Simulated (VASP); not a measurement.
# H (I4/mmm) in VASP: further runs, part 2 of 2

VASP 6.6.1. Earlier steps stand in the parts before.

## (4) Single point, LDA

This run uses another cell than the first one, of 7.68 Å³/atom.

INCAR

```
SYSTEM = H
PREC = Accurate ; ENCUT = 500
EDIFF = 1E-6 ; ISMEAR = 0
SIGMA = 0.02 ; LREAL = .FALSE.
LASPH = .TRUE. ; NELM = 120
ALGO = Normal ; ISIF = 2
LWAVE = .FALSE. ; LCHARG = .TRUE.
LELF = .TRUE. ; LVHAR = .TRUE.
NBANDS = 8 ; GGA_COMPAT = .FALSE.
```

KPOINTS

```
Automatic mesh
0
G
  12 12 12
  0 0 0
```

POSCAR

```
H
1.0
   -1.4101864863      1.4101864863      1.9306382503
    1.4101864863     -1.4101864863      1.9306382503
    1.4101864863      1.4101864863     -1.9306382503
H
2
Direct
    0.9001528111      0.9001528111      0.0000000000
    0.0998471889      0.0998471889      0.0000000000
```

Potentials or basis: VASP PAW LDA potentials, release 64 (H).

Started as:

```
cat potpaw_LDA.64/H/POTCAR > POTCAR
mpirun -np 1 vasp_std > vasp.out
```

OUTCAR:

```text
SYSTEM = H
   PREC = Accurate
   ENCUT = 500
   EDIFF = 1E-6
   ISMEAR = 0
   LREAL = .FALSE.
   LASPH = .TRUE.
   NELM = 120
   ISIF = 2

 ion  position               nearest neighbor table
   1  0.900  0.900  0.000-   2 0.77
   2  0.100  0.100  0.000-   1 0.77

  LATTYP: Found a body centered tetragonal cell.
 ALAT       =     2.8203729726
 C/A-ratio  =     1.3690659137

  Lattice vectors:

 A1 = (  -1.4101864863,   1.4101864863,   1.9306382503)
 A2 = (   1.4101864863,  -1.4101864863,   1.9306382503)
 A3 = (   1.4101864863,   1.4101864863,  -1.9306382503)

Analysis of symmetry for initial positions (statically):
=====================================================================
 Subroutine PRICEL returns:
 Original cell was already a primitive cell.

 Routine SETGRP: Setting up the symmetry group for a
 body centered tetragonal supercell.

 Subroutine GETGRP returns: Found 16 space group operations
 (whereof 16 operations were pure point group operations)
 out of a pool of 16 trial point group operations.

The static configuration has the point symmetry D_4h.

[... 157 lines left out ...]

  energy without entropy =       -6.80966278  energy(sigma->0) =       -6.80966278

 E-fermi :  -6.2130     XC(G=0):  -7.2837

 val. band max:       -6.4376117542   @ k =   0.5000   0.5000   0.5000
 cond. band min:       0.7316174859   @ k =   0.5000   0.0000   0.0000
 fundamental gap:      7.1692292400
 Fermi energy:        -6.2129806021

 k-point     1 :       0.0000    0.0000    0.0000
  band No.  band energies     occupation
      1     -11.2611      2.00000
      2      10.1140      0.00000
      3      12.6316      0.00000
      4      20.9533      0.00000
      5      20.9533      0.00000
      6      22.5056      0.00000
      7      22.5056      0.00000
      8      24.2131      0.00000
[... 243 lines left out ...]
 k-point    24 :      -0.4167    0.1667    0.0000
  band No.  band energies     occupation
      1      -8.4933      2.00000
      2       3.0823      0.00000
      3       9.7491      0.00000
      4      13.2321      0.00000
      5      16.0636      0.00000
      6      22.7399      0.00000
      7      23.7554      0.00000
      8      25.8553      0.00000

 [... further k-points ...]
[... 5 lines left out ...]
  --------------------------------------------------------------------------------------
  -------------------------------------------------------------------------------------
  Total       -0.0359792     -0.0359792     -0.0276226      0.0000000      0.0000000      0.0000000
  in kB       -3.7536024     -3.7536024     -2.8817776      0.0000000      0.0000000      0.0000000
  external PRESSURE =      -3.4629941 kB  Pullay stress =       0.0000000 kB

 VOLUME and BASIS-vectors are now :
 -----------------------------------------------------------------------------
  energy-cutoff  :      500.00
  volume of cell :       15.36
      direct lattice vectors                 reciprocal lattice vectors
    -1.410186486  1.410186486  1.930638250     0.000000000  0.354563035  0.258981712
     1.410186486 -1.410186486  1.930638250     0.354563035  0.000000000  0.258981712
     1.410186486  1.410186486 -1.930638250     0.354563035  0.354563035  0.000000000

 POSITION                                       TOTAL-FORCE (eV/Angst)
 -----------------------------------------------------------------------------------
      0.00000      0.00000      3.47574        -0.000000     -0.000000     -0.018764
      0.00000      0.00000      0.38554         0.000000      0.000000      0.018764
 -----------------------------------------------------------------------------------
    total drift:                                0.000000      0.000000      0.000000

  FREE ENERGIE OF THE ION-ELECTRON SYSTEM (eV)
  ---------------------------------------------------
  free  energy   TOTEN  =        -6.8096627817 eV

  energy  without entropy=       -6.8096627817  energy(sigma->0) =       -6.80966278
```

OSZICAR:

```text
N       E                     dE             d eps       ncg     rms          rms(c)
DAV:   1    -0.712252913339E+01   -0.71225E+01   -0.54633E+02  2624   0.172E+02
DAV:   2    -0.730400798682E+01   -0.18148E+00   -0.18148E+00  3664   0.781E+00
DAV:   3    -0.730414736061E+01   -0.13937E-03   -0.13937E-03  2792   0.217E-01
DAV:   4    -0.730414743749E+01   -0.76882E-07   -0.76882E-07  3992   0.520E-03
DAV:   5    -0.730414743751E+01   -0.13394E-10   -0.13397E-10  2904   0.385E-05    0.418E+00
DAV:   6    -0.695869862776E+01    0.34545E+00   -0.20088E-01  2696   0.138E+00    0.226E+00
DAV:   7    -0.680897218870E+01    0.14973E+00   -0.34164E-01  2936   0.189E+00    0.208E-01
DAV:   8    -0.680980870342E+01   -0.83651E-03   -0.16362E-03  2928   0.160E-01    0.722E-02
DAV:   9    -0.680966218431E+01    0.14652E-03   -0.32726E-04  3128   0.605E-02    0.663E-03
DAV:  10    -0.680966278170E+01   -0.59740E-06   -0.26978E-06  3208   0.100E-02
   1 F= -.68096628E+01 E0= -.68096628E+01  d E =-.107048E-59
```

Run time: 5.3 s. Hardware: 1 thread of Intel Xeon 6975P-C (Granite Rapids), shared host; peak memory 0.11 GiB.

Results:

```
Free energy            : -6.8097 eV
Pressure               : -0.3 GPa
Largest force          : 0.019 eV/Å
Band gap on the k mesh : 7.17 eV (least direct gap 7.70 eV)
```

Forces in eV/Å, atoms in the order of the input:
```
H    0.000  0.000 -0.019
H    0.000  0.000  0.019
```

Levels at points of the mesh, in eV from the valence-band top:
```csv
k point,band 1,band 2,band 3,band 4,band 5,band 6
"(0.00, 0.00, 0.00)",-4.82,16.55,19.07,27.39,27.39,28.94
"(0.50, 0.00, 0.00)",-1.54,7.17,19.40,20.58,24.11,27.25
"(0.50, 0.50, 0.00)",-0.77,10.06,14.13,17.07,19.73,20.46
"(0.50, 0.50, 0.50)",0.00,7.70,15.60,18.33,18.33,20.72
```

A k mesh can miss the band edges.

## (5) Overview

```tsv
cell	smearing	gap on the mesh (eV)	pressure (GPa)	largest force (eV/Å)
a = 2.499 Å, angles 119.7, 119.7, 90.5°, 2 atoms, atomic positions A	gaussian 0.01 eV	6.14	3.5	0.02
a = 2.662 Å, angles 119.3, 119.3, 91.3°, 2 atoms, atomic positions B	gaussian 0.01 eV	6.79	0.6	0.02
a = 2.776 Å, angles 118.9, 118.9, 91.9°, 2 atoms, atomic positions C	gaussian 0.02 eV	7.17	-0.3	0.02
```

Alike in all rows: task single point; level LDA; potentials or basis VASP PAW LDA potentials, release 64 (H); no spin polarisation; k mesh 12 × 12 × 12; cutoff (eV) 500.

Caveats: the cell stands under pressure (at least some runs).

Absolute energies hang on the potentials; compare differences alone.
